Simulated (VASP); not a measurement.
Crystal: Al2P3.

```
CELL_PARAMETERS angstrom
4.27594 0.00000 0.00000
-2.13797 3.70308 0.00000
0.00000 0.00000 3.86859
ATOMIC_POSITIONS crystal
Al 0.00000 0.00000 0.50000
Al 0.00000 0.00000 0.00000
P 0.50000 0.00000 0.00000
P 0.00000 0.50000 0.00000
P 0.50000 0.50000 0.00000
```

- Program: VASP 6.6.1
- Task: relaxation of cell and atoms
- Functional: PBE
- Potentials or basis: VASP PAW PBE potentials, release 64 (Al, P)
- Cutoff: 600 eV
- k mesh: 6 × 6 × 4
- Occupations: gaussian, width 0.1 eV
- Spin: no spin polarisation

At the start: pressure 97.5 GPa; volume 12.25 Å³/atom.

Task: Where does the relaxation end?

Result: Over 9 steps the energy falls by 1983.2 meV/atom and the volume is 23.06 Å³/atom (+88.2 %); space group P6/mmm (No. 191, to 0.05 Å).

The path:
| step | energy change (eV) | largest force (eV/Å) | pressure (GPa) | volume (Å³) |
| --- | --- | --- | --- | --- |
| 1 | 0.0000 | 0.0000 | 97.50 | 61.26 |
| 2 | -7.9981 | 0.0000 | -8.84 | 153.97 |
| 3 | -9.5473 | 0.0000 | 1.12 | 109.49 |
| 4 | -9.5527 | 0.0000 | -0.39 | 112.56 |
| 5 | -9.5540 | 0.0000 | 0.19 | 111.32 |
| 6 | -9.8867 | 0.0000 | 0.41 | 112.87 |
| 7 | -9.9106 | 0.0000 | 0.91 | 113.41 |
| 8 | -9.9117 | 0.0000 | 0.82 | 113.33 |
| 9 | -9.9161 | 0.0000 | -0.08 | 115.29 |

Final structure:
```
CELL_PARAMETERS angstrom
5.08631 0.00000 0.00000
-2.54315 4.40487 0.00000
0.00000 0.00000 5.14602
ATOMIC_POSITIONS crystal
Al 0.00000 0.00000 0.50000
Al 0.00000 0.00000 0.00000
P 0.50000 0.00000 0.00000
P 0.00000 0.50000 0.00000
P 0.50000 0.50000 0.00000
```

Caveat: the k points lie up to 0.31 Å⁻¹ apart in the final cell; the volume moved by over 15 % at a fixed basis, so the end points are rough.
